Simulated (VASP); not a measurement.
## MnO: single point with PBEsol

MnO:

```
Mn O
1.0
     2.95135   -1.70546    0.00000
     2.95135    1.70546    0.00000
    -1.97131    0.00000    2.79145
Mn O
1 1
Direct
  0.50020 0.50020 0.50067
  0.74980 0.74980 0.24934
```

This cell differs from its parent crystal: volume scaled by 0.98.

```json
{
  "Program": "VASP 6.6.1",
  "Task": "single point",
  "Functional": "PBEsol",
  "Potentials or basis": "VASP PAW PBE potentials, release 64 (Mn_pv, O)",
  "Cutoff": "520 eV",
  "k mesh": "9 × 9 × 9",
  "Occupations": "fermi-dirac, width 0.05 eV",
  "Spin": "collinear spin, ferromagnetic start",
  "Starting moments": "[4.0, 0.0] μB"
}
```

The pressure is -6.1 GPa. The band gap on the k mesh is zero (filled and empty bands overlap), the net moment is 5.00 μB per cell and the site moments are Mn +4.42; O +0.18 μB. The valence electrons inside the program's atomic spheres are Mn 11.36; O 4.96.

Stress tensor (GPa, compression positive):
```
-6.08  0.00  0.02
 0.00 -6.08  0.00
 0.02  0.00 -6.28
```

Levels at points of the mesh, in eV from the Fermi level:
Spin up:
```tsv
k point	band 9	band 10	band 11	band 12	band 13	band 14	band 15	band 16
(0.00, 0.00, 0.00)	-2.75	-1.53	0.01	0.01	0.02	11.69	11.76	11.76
```
Spin down:
| k point | band 3 | band 4 | band 5 | band 6 | band 7 | band 8 | band 9 | band 10 | band 11 | band 12 |
| --- | --- | --- | --- | --- | --- | --- | --- | --- | --- | --- |
| (0.00, 0.00, 0.00) | -45.62 | -18.93 | -4.55 | -4.53 | -4.53 | -0.10 | 1.53 | 1.54 | 3.36 | 3.36 |

Wall time 2.7 min on 1 thread of Intel(R) Xeon(R) 6975P-C (Granite Rapids), with other jobs on the host, peak memory 0.3 GiB.

Caveat: the PAW data sets were made with another functional, which shifts forces and pressure a little; a cell with one magnetic atom can't hold antiferromagnetic order, which such compounds often take; semilocal functionals often make such compounds metallic where correlation or magnetic order opens a gap, which also shifts bond lengths.
